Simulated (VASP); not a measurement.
Set up this calculation in VASP 6.6.1, as the native input.

```
Task                   : single point
Functional             : PBE
Potentials or basis    : VASP PAW PBE potentials, release 64 (Ti_sv, Ga_d, C, N)
Cutoff                 : 520 eV
k mesh                 : 6 × 6 × 6
Occupations            : gaussian, width 0.1 eV
Spin                   : collinear spin
Starting moments       : [1.09, 0.0, 0.0, 0.0, 0.0, 0.0, 0.0, 0.0, 0.0, 0.0] μB
Dipole correction      : no
Further INCAR settings : ALGO = Normal; EDIFF = 1e-06; NBANDS = 46
```

The structure of TiGaC4N4 lies in POSCAR:

```
TiGaC4N4
1.0
    5.9695569638      0.0000000000      0.0000000000
    0.0000000000      5.9695569638      0.0000000000
    0.0000000000      0.0000000000      5.9695569638
Ti Ga C N
1 1 4 4
Direct
    0.5000000000      0.5000000000      0.5000000000
    0.0000000000      0.0000000000      0.0000000000
    0.1900058934      0.1900058934      0.1900058934
    0.1900058934      0.8099941066      0.8099941066
    0.8099941066      0.1900058934      0.8099941066
    0.8099941066      0.8099941066      0.1900058934
    0.3041264695      0.3041264695      0.3041264695
    0.3041264695      0.6958735305      0.6958735305
    0.6958735305      0.3041264695      0.6958735305
    0.6958735305      0.6958735305      0.3041264695
```

The input as run:

INCAR

```
SYSTEM = TiGaC4N4
ALGO = Normal
EDIFF = 1E-6
ENCUT = 520
GGA = PE
ISIF = 2
ISMEAR = 0
ISPIN = 2
LASPH = .TRUE.
LCHARG = .FALSE.
LMAXMIX = 4
LORBIT = 11
LREAL = .FALSE.
LWAVE = .FALSE.
MAGMOM = 1.09 0 0 0 0 0 0 0 0 0
NBANDS = 46
NELM = 150
PREC = Accurate
SIGMA = 0.1
```

KPOINTS

```
k-points
0
G
  6 6 6
  0 0 0
```

Potentials or basis: VASP PAW PBE potentials, release 64 (Ti_sv, Ga_d, C, N).

The run is started by

```console
$ cat potpaw_PBE.64/Ti_sv/POTCAR potpaw_PBE.64/Ga_d/POTCAR potpaw_PBE.64/C/POTCAR potpaw_PBE.64/N/POTCAR > POTCAR
$ mpirun -np 1 vasp_std > vasp.out
```

Results of the run:

| Item | Value |
| --- | --- |
| Pressure | 0.3 GPa |
| Largest force | 0.352 eV/Å |
| Net moment | 2.90 μB per cell |
| Site moments | Ti +1.35; Ga +0.03; C +0.14; N -0.03 μB |
| Valence electrons inside the program's atomic spheres | Ti 10.30; Ga 11.85; C 2.59; N 3.88 |

It took 6.9 min on 1 thread of Intel(R) Xeon(R) 6975P-C (Granite Rapids) (shared host), peak memory 0.58 GiB.
